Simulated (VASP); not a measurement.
# GaAs (F-43m) in VASP: notebook

GaAs is run at these levels: HF; tasks: single point.

Everything below comes from runs of VASP 6.6.1. Logs are shortened: lines on timing, memory, paths and dates and some standing lists are left out, and cuts for length are marked.

## (1) The cell of the first run

Symmetry: F-43m, No. 216, cubic system. The conventional cell has a = 5.538 Å, b = 5.538 Å, c = 5.538 Å, α = 90.00°, β = 90.00°, γ = 90.00°. As (site symmetry -43m) has 4 Ga at 2.40 Å within 3.2 Å. Ga (site symmetry -43m) has 4 As at 2.40 Å within 3.2 Å.

## (2) Single point, HF

POSCAR reads:

```
GaAs
1.0
    0.0000000000      2.7691429914      2.7691429914
    2.7691429914      0.0000000000      2.7691429914
    2.7691429914      2.7691429914      0.0000000000
As Ga
1 1
Direct
    0.7500000000      0.7500000000      0.7500000000
    0.0000000000      0.0000000000      0.0000000000
```

INCAR.step1 reads:

```
PREC = Accurate ; ENCUT = 520
EDIFF = 1E-5 ; ISMEAR = -1
SIGMA = 0.05 ; LREAL = False
LASPH = True ; NELM = 100
ALGO = Normal ; ISIF = 2
LWAVE = True ; LCHARG = False
NBANDS = 16 ; GGA = PE
```

INCAR.step2 reads:

```
PREC = Accurate ; ENCUT = 520
EDIFF = 1E-6 ; ISMEAR = -1
SIGMA = 0.05 ; LREAL = False
LASPH = True ; NELM = 100
ALGO = Normal ; ISIF = 2
LWAVE = False ; LCHARG = False
GGA = PE ; LHFCALC = True
AEXX = 1.0 ; ALDAC = 0.0
AGGAC = 0.0 ; PRECFOCK = Normal
NBANDS = 16 ; ISTART = 1
```

KPOINTS reads:

```
Automatic mesh
0
Gamma
  4 4 4
```

Potentials or basis: VASP PAW PBE potentials, release 64 (As, Ga_d).

On the command line:

```sh
> cat potpaw_PBE.64/As/POTCAR potpaw_PBE.64/Ga_d/POTCAR > POTCAR
> cp INCAR.step1 INCAR
> mpirun -np 1 vasp_std > vasp.out
> cp INCAR.step2 INCAR
> mpirun -np 1 vasp_std > vasp.out
```

OUTCAR:

```text
PREC = Accurate
   ENCUT = 520
   EDIFF = 1E-6
   ISMEAR = -1
   LREAL = False
   LASPH = True
   NELM = 100
   ISIF = 2
   GGA = PE
   LHFCALC = True
   AEXX = 1.0
   PRECFOCK = Normal
   ISTART = 1

 ion  position               nearest neighbor table
   1  0.750  0.750  0.750-   2 2.40   2 2.40   2 2.40   2 2.40
   2  0.000  0.000  0.000-   1 2.40   1 2.40   1 2.40   1 2.40

  LATTYP: Found a face centered cubic cell.
 ALAT       =     5.5382859828

  Lattice vectors:

 A1 = (   0.0000000000,   2.7691429914,   2.7691429914)
 A2 = (   2.7691429914,   0.0000000000,   2.7691429914)
 A3 = (   2.7691429914,   2.7691429914,   0.0000000000)

Analysis of symmetry for initial positions (statically):
=====================================================================
 Subroutine PRICEL returns:
 Original cell was already a primitive cell.

 Routine SETGRP: Setting up the symmetry group for a
 face centered cubic supercell.

 Subroutine GETGRP returns: Found 24 space group operations
 (whereof 24 operations were pure point group operations)
 out of a pool of 48 trial point group operations.

The static configuration has the point symmetry T_d .

Analysis of symmetry for dynamics (positions and initial velocities):
=====================================================================
 Subroutine PRICEL returns:
 Original cell was already a primitive cell.

 Routine SETGRP: Setting up the symmetry group for a
 face centered cubic supercell.

 Subroutine GETGRP returns: Found 24 space group operations
 (whereof 24 operations were pure point group operations)
 out of a pool of 48 trial point group operations.

The dynamic configuration has the point symmetry T_d .

 Subroutine INISYM returns: Found 24 space group operations
 (whereof 24 operations are pure point group operations),
 and found     1 'primitive' translations

----------------------------------------------------------------------------------------

                                     Primitive cell

  volume of cell :      42.4684

  direct lattice vectors                    reciprocal lattice vectors
     0.000000000  2.769142991  2.769142991    -0.180561279  0.180561279  0.180561279
     2.769142991  0.000000000  2.769142991     0.180561279 -0.180561279  0.180561279
     2.769142991  2.769142991  0.000000000     0.180561279  0.180561279 -0.180561279

  length of vectors
     3.916159575  3.916159575  3.916159575     0.312741309  0.312741309  0.312741309

  position of ions in fractional coordinates (direct lattice)
     0.750000000  0.750000000  0.750000000
     0.000000000  0.000000000  0.000000000

  ion indices of the primitive-cell ions
   primitive index   ion index
                 1           1
                 2           2

----------------------------------------------------------------------------------------

 KPOINTS: Automatic mesh

Automatic generation of k-mesh.
 Grid dimensions read from file:
 generate k-points for:    4    4    4

 Generating k-lattice:

  Cartesian coordinates                     Fractional coordinates (reciprocal lattice)
    -0.045140320  0.045140320  0.045140320     0.250000000  0.000000000  0.000000000
     0.045140320 -0.045140320  0.045140320     0.000000000  0.250000000  0.000000000
     0.045140320  0.045140320 -0.045140320     0.000000000  0.000000000  0.250000000

  Length of vectors
     0.078185327  0.078185327  0.078185327

  Shift w.r.t. Gamma in fractional coordinates (k-lattice)
     0.000000000  0.000000000  0.000000000

 Subroutine IBZKPT returns following result:
 ===========================================

 Found      8 irreducible k-points:

 Following reciprocal coordinates:
            Coordinates               Weight
  0.000000  0.000000  0.000000      1.000000
  0.250000  0.000000  0.000000      8.000000
  0.500000  0.000000  0.000000      4.000000
  0.250000  0.250000  0.000000      6.000000
  0.500000  0.250000  0.000000     24.000000
 -0.250000  0.250000  0.000000     12.000000
  0.500000  0.500000  0.000000      3.000000
 -0.250000  0.500000  0.250000      6.000000
   k-points           NKPTS =      8   k-points in BZ     NKDIM =     64   number of bands    NBANDS=     16
   number of dos      NEDOS =    301   number of ions     NIONS =      2
   total plane-waves  NPLWV =  27000
   dimension x,y,z NGX =    30 NGY =   30 NGZ =   30
   dimension x,y,z NGXF=    60 NGYF=   60 NGZF=   60
   ions per type =               1   1
   NGX,Y,Z   is equivalent  to a cutoff of  12.74, 12.74, 12.74 a.u.
   NGXF,Y,Z  is equivalent  to a cutoff of  25.47, 25.47, 25.47 a.u.
 SYSTEM =  unknown system
   PREC   = accura    normal or accurate (medium, high low for compatibility)
   ISTART =      1    job   : 0-new  1-cont  2-samecut
   ICHARG =      0    charge: 1-file 2-atom 10-const
   ISPIN  =      1    spin polarized calculation?
   LNONCOLLINEAR =      F non collinear calculations
   LSORBIT =      F    spin-orbit coupling
   LASPH  =      T    aspherical Exc in radial PAW
   ENCUT  =  520.0 eV  38.22 Ry    6.18 a.u.   7.28  7.28  7.28*2*pi/ulx,y,z
   NELM   =    100;   NELMIN=  2; NELMDL=  0     # of ELM steps
   EDIFF  = 0.1E-05   stopping-criterion for ELM
   LREAL  =      F    real-space projection
   EDIFFG = 0.1E-04   stopping-criterion for IOM
   NSW    =      0    number of steps for IOM
   IBRION =     -1    ionic relax: 0-MD 1-quasi-New 2-CG
   NFREE  =      0    steps in history (QN), initial steepest desc. (CG)
   ISIF   =      2    stress and relaxation
   ISYM   =      3    0-nonsym 1-usesym 2-fastsym
   POTIM  = 0.5000    time-step for ionic-motion
   TEBEG  =    0.0;   TEEND  =   0.0 temperature during run
   PSTRESS=    0.0 pullay stress
   NELECT =      18.0000    total number of electrons
   NUPDOWN=      -1.0000    fix difference up-down
   EMIN   =  10.00;   EMAX   =-10.00  energy-range for DOS
   EFERMI =   0.00;   METHOD = LEGACY
   ISMEAR =    -1;   SIGMA  =   0.05  broadening in eV -4-tet -1-fermi 0-gaus
   EFERMI_NEDOS =   21; number of points for ismear=-14 and -15
   IALGO  =     38    algorithm
   IMIX   =      1    mixing-type and parameters
     AMIX     =   0.40;   BMIX     =  1.00
     AMIX_MAG =   1.60;   BMIX_MAG =  1.00
  volume/ion in A,a.u.               =      21.23       143.30
  Fermi-wavevector in a.u.,A,eV,Ry     =   1.229731  2.323856 20.575267  1.512239
  Thomas-Fermi vector in A             =   2.364607
   LORBIT       =      0    0 simple, 1 ext, 2 COOP (PROOUT), +10 PAW based schemes
   GGA     = PE    functional components
   LHFCALC =     T    Hartree Fock is set to
   PRECFOCK=normal    Normal, Fast or Accurate (Low or Medium for compatibility)
   ENCUT4O =  -1.0   cutoff for four orbital integrals eV
   NKREDX  =     1    reduce k-point grid by
   NKREDY  =     1    reduce k-point grid by
   NKREDZ  =     1    reduce k-point grid by
   AEXX    =    1.0000 exact exchange contribution
   HFSCREEN=    0.0000 screening length (either q_TF or 0.3 A-1)
   HFSCREENC=   0.0000 screening length for correlation (either q_TF or 0.3 A-1)
   ENCUTFOCK=  -1.0 apply spherical cutoff to Coloumb kernel
   IVDW    =     0    specifies the selected vdW correction
   LEPSILON=     F    determine dielectric tensor
   LRPA    =     F    only Hartree local field effects (RPA)
 non-spin polarized calculation
  energy-cutoff  :      520.00
  volume of cell :       42.47
 maximum number of plane-waves:      1162
 NGX is ok and might be reduce to    30
  NGX = 24; NGY = 24; NGZ = 24

 number of electron      18.0000011 magnetization

 Free energy of the ion-electron system (eV)
  ---------------------------------------------------
  ext. energy  EPLUGINS =         0.00000000
  ---------------------------------------------------
  free energy    TOTEN  =       -16.23281518 eV

  energy without entropy =      -16.23281518  energy(sigma->0) =      -16.23281518

 E-fermi :   3.5337     XC(G=0):   0.0000

 val. band max:        2.3831789486   @ k =   0.0000   0.0000   0.0000
 cond. band min:       9.8070757555   @ k =   0.5000   0.5000   0.0000
 fundamental gap:      7.4238968069
 Fermi energy:         3.5336833490

 k-point     1 :       0.0000    0.0000    0.0000
  band No.  band energies     occupation
      1     -22.6186      2.00000
      2     -22.6186      2.00000
      3     -22.6186      2.00000
      4     -22.5031      2.00000
      5     -22.5031      2.00000
      6     -15.6988      2.00000
[... 8 lines left out ...]
     15      20.1872      0.00000
     16      20.1872      0.00000

 k-point     2 :       0.2500    0.0000    0.0000
  band No.  band energies     occupation
      1     -22.6346      2.00000
      2     -22.6077      2.00000
      3     -22.6077      2.00000
      4     -22.5037      2.00000
      5     -22.5037      2.00000
      6     -14.6971      2.00000
[... 8 lines left out ...]
     15      18.8434      0.00000
     16      19.0244      0.00000

 k-point     3 :       0.5000    0.0000    0.0000
  band No.  band energies     occupation
      1     -22.6506      2.00000
      2     -22.5983      2.00000
      3     -22.5983      2.00000
      4     -22.5029      2.00000
      5     -22.5029      2.00000
      6     -13.0821      2.00000
[... 8 lines left out ...]
     15      22.8955      0.00000
     16      22.8955      0.00000

 k-point     4 :       0.2500    0.2500    0.0000
  band No.  band energies     occupation
      1     -22.6513      2.00000
      2     -22.5963      2.00000
      3     -22.5963      2.00000
      4     -22.5123      2.00000
      5     -22.4986      2.00000
      6     -14.3469      2.00000
[... 8 lines left out ...]
     15      21.4670      0.00000
     16      22.5900      0.00000

 k-point     5 :       0.5000    0.2500    0.0000
  band No.  band energies     occupation
      1     -22.6635      2.00000
      2     -22.5879      2.00000
      3     -22.5853      2.00000
      4     -22.5134      2.00000
      5     -22.4991      2.00000
      6     -12.6441      2.00000
[... 8 lines left out ...]
     15      22.9472      0.00000
     16      23.5845      0.00000

 k-point     6 :      -0.2500    0.2500    0.0000
  band No.  band energies     occupation
      1     -22.6521      2.00000
      2     -22.5955      2.00000
      3     -22.5940      2.00000
      4     -22.5056      2.00000
      5     -22.5046      2.00000
      6     -13.2796      2.00000
[... 8 lines left out ...]
     15      21.4506      0.00000
     16      23.7987      0.00000

 k-point     7 :       0.5000    0.5000    0.0000
  band No.  band energies     occupation
      1     -22.6810      2.00000
      2     -22.5734      2.00000
      3     -22.5734      2.00000
      4     -22.5239      2.00000
      5     -22.4940      2.00000
      6     -11.9412      2.00000
[... 8 lines left out ...]
     15      24.0912      0.00000
     16      24.2194      0.00000

 k-point     8 :      -0.2500    0.5000    0.2500
  band No.  band energies     occupation
      1     -22.6677      2.00000
      2     -22.5887      2.00000
      3     -22.5750      2.00000
      4     -22.5144      2.00000
      5     -22.5008      2.00000
      6     -11.8589      2.00000
[... 8 lines left out ...]
     15      23.6284      0.00000
     16      24.5515      0.00000

------------------------ aborting loop because EDIFF is reached ----------------------------------------

  FORCE on cell =-STRESS in cart. coord.  units (eV):
  Direction    XX          YY          ZZ          XY          YZ          ZX
  --------------------------------------------------------------------------------------
  -------------------------------------------------------------------------------------
  Total        2.7015162      2.7015162      2.7015162      0.0000000      0.0000000     -0.0000000
  in kB      101.9182639    101.9182639    101.9182639      0.0000000      0.0000000     -0.0000000
  external PRESSURE =     101.9182639 kB  Pullay stress =       0.0000000 kB

 VOLUME and BASIS-vectors are now :
 -----------------------------------------------------------------------------
  energy-cutoff  :      520.00
  volume of cell :       42.47
      direct lattice vectors                 reciprocal lattice vectors
     0.000000000  2.769142991  2.769142991    -0.180561279  0.180561279  0.180561279
     2.769142991  0.000000000  2.769142991     0.180561279 -0.180561279  0.180561279
     2.769142991  2.769142991  0.000000000     0.180561279  0.180561279 -0.180561279

 POSITION                                       TOTAL-FORCE (eV/Angst)
 -----------------------------------------------------------------------------------
      4.15371      4.15371      4.15371        -0.000000     -0.000000     -0.000000
      0.00000      0.00000      0.00000         0.000000      0.000000      0.000000
 -----------------------------------------------------------------------------------
    total drift:                                0.000036      0.000034      0.000016

  FREE ENERGIE OF THE ION-ELECTRON SYSTEM (eV)
  ---------------------------------------------------
  free  energy   TOTEN  =       -16.2328151809 eV

  energy  without entropy=      -16.2328151809  energy(sigma->0) =      -16.23281518
```

Wall time 10 min (1 thread of Intel Xeon Platinum 8259CL at 2.50GHz (Skylake/Cascade Lake), shared host); peak memory 0.18 GiB.

Results:

```
Free energy            : -16.2328 eV
Pressure               : 10.2 GPa
Band gap on the k mesh : 7.42 eV (least direct gap 8.60 eV)
```

Caveat: the k points lie up to 0.49 Å⁻¹ apart; the PAW data sets were made with another functional, which shifts forces and pressure a little. A k mesh can miss the band edges.

## (3) Single point, HF

This run uses another cell than the first one, of 21.69 Å³/atom.

POSCAR reads:

```
GaAs
1.0
    0.0000000000      2.7886446409      2.7886446409
    2.7886446409      0.0000000000      2.7886446409
    2.7886446409      2.7886446409      0.0000000000
As Ga
1 1
Direct
    0.7500000000      0.7500000000      0.7500000000
    0.0000000000      0.0000000000      0.0000000000
```

INCAR.step1 reads:

```
SYSTEM = GaAs
PREC     = Accurate       ! precision mode
ENCUT    = 520            ! plane-wave cutoff, eV
EDIFF    = 1E-5           ! SCF threshold, eV
ISMEAR   = -1             ! smearing method
SIGMA    = 0.05           ! smearing width, eV
LREAL    = .FALSE.        ! projectors in reciprocal space
LASPH    = .TRUE.         ! aspherical terms in the spheres
NELM     = 60             ! most SCF steps
ALGO     = Normal         ! electronic algorithm
ISIF     = 2              ! what is computed and relaxed
LWAVE    = .TRUE.         ! write WAVECAR
LCHARG   = .FALSE.        ! write CHGCAR
NBANDS   = 16             ! bands
GGA      = PE             ! functional
```

INCAR.step2 reads:

```
SYSTEM = GaAs
PREC     = Accurate       ! precision mode
ENCUT    = 520            ! plane-wave cutoff, eV
EDIFF    = 1E-6           ! SCF threshold, eV
ISMEAR   = -1             ! smearing method
SIGMA    = 0.05           ! smearing width, eV
LREAL    = .FALSE.        ! projectors in reciprocal space
LASPH    = .TRUE.         ! aspherical terms in the spheres
NELM     = 60             ! most SCF steps
ALGO     = Normal         ! electronic algorithm
ISIF     = 2              ! what is computed and relaxed
LWAVE    = .FALSE.        ! write WAVECAR
LCHARG   = .FALSE.        ! write CHGCAR
GGA      = PE             ! functional
LHFCALC  = .TRUE.         ! exact exchange
AEXX     = 1.0            ! exact-exchange fraction
ALDAC    = 0.0          
AGGAC    = 0.0          
PRECFOCK = Normal       
NBANDS   = 16             ! bands
ISTART   = 1
```

KPOINTS reads:

```
Automatic mesh
0
G
  4 4 4
  0 0 0
```

Potentials or basis: VASP PAW PBE potentials, release 64 (As, Ga_d).

On the command line:

```sh
> cat potpaw_PBE.64/As/POTCAR potpaw_PBE.64/Ga_d/POTCAR > POTCAR
> cp INCAR.step1 INCAR
> mpirun -np 1 vasp_std > vasp.out
> cp INCAR.step2 INCAR
> mpirun -np 1 vasp_std > vasp.out
```

Run time: 9.6 min. Hardware: 1 thread of Intel Xeon Platinum 8259CL at 2.50GHz (Skylake/Cascade Lake), shared host; peak memory 0.18 GiB.

It converged, with:

| Quantity | Value |
| --- | --- |
| Free energy | -16.2833 eV |
| Pressure | 7.7 GPa |
| Band gap on the k mesh | 7.45 eV (least direct gap 8.36 eV) |

Levels at points of the mesh, in eV from the valence-band top:
```csv
k point,band 7,band 8,band 9,band 10,band 11,band 12
"(0.00, 0.00, 0.00)",0.00,0.00,0.00,8.36,10.56,10.56
"(0.50, 0.00, 0.00)",-8.96,-1.52,-1.52,7.96,11.49,11.49
"(0.50, 0.50, 0.00)",-9.06,-3.64,-3.64,7.45,7.98,19.44
```

Caveat: the k points lie up to 0.49 Å⁻¹ apart; the PAW data sets were made with another functional, which shifts forces and pressure a little.
